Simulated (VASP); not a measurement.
Write the native input for VASP 6.6.1 that does the following.

| Item | Value |
| --- | --- |
| Task | single point |
| Functional | LDA |
| Potentials or basis | VASP PAW LDA potentials, release 64 (Zr_sv, C) |
| Cutoff | 520 eV |
| k mesh | 17 × 17 × 17 |
| Occupations | methfessel-paxton, width 0.1 eV |
| Spin | no spin polarisation |
| Dipole correction | no |
| Further INCAR settings | ALGO = Normal; EDIFF = 1e-07; NBANDS = 15 |

The structure of ZrC lies in POSCAR:

```
ZrC
1.0
    0.0000000000      2.3207661487      2.3207661487
    2.3207661487      0.0000000000      2.3207661487
    2.3207661487      2.3207661487      0.0000000000
Zr C
1 1
Direct
    0.5000000000      0.5000000000      0.5000000000
    0.0000000000      0.0000000000      0.0000000000
```

These files were run (other wordings do the same):

INCAR

```
SYSTEM = ZrC
  PREC = Accurate
  ENCUT = 520
  EDIFF = 1E-7
  ISMEAR = 1
  SIGMA = 0.1
  LREAL = .False.
  LASPH = .True.
  NELM = 80
  ALGO = Normal
  ISIF = 2
  LWAVE = .False.
  LCHARG = .False.
  NBANDS = 15
```

KPOINTS

```
Automatic mesh
0
Gamma
  17 17 17
  0 0 0
```

Potentials or basis: VASP PAW LDA potentials, release 64 (Zr_sv, C).

Command:

```bash
$ cat potpaw_LDA.64/Zr_sv/POTCAR potpaw_LDA.64/C/POTCAR > POTCAR
$ mpirun -np 1 vasp_std > vasp.out
```

Results of the run:

```json
{
 "Pressure": "0.6 GPa",
 "Band gap on the k mesh": "zero (band 8 reaches 10.84 eV, above the bottom of band 9 at 9.51 eV)"
}
```

Wall time 36 s on 1 thread of Intel(R) Xeon(R) Platinum 8259CL CPU @ 2.50GHz (Skylake/Cascade Lake) (shared host), peak memory 0.17 GiB.
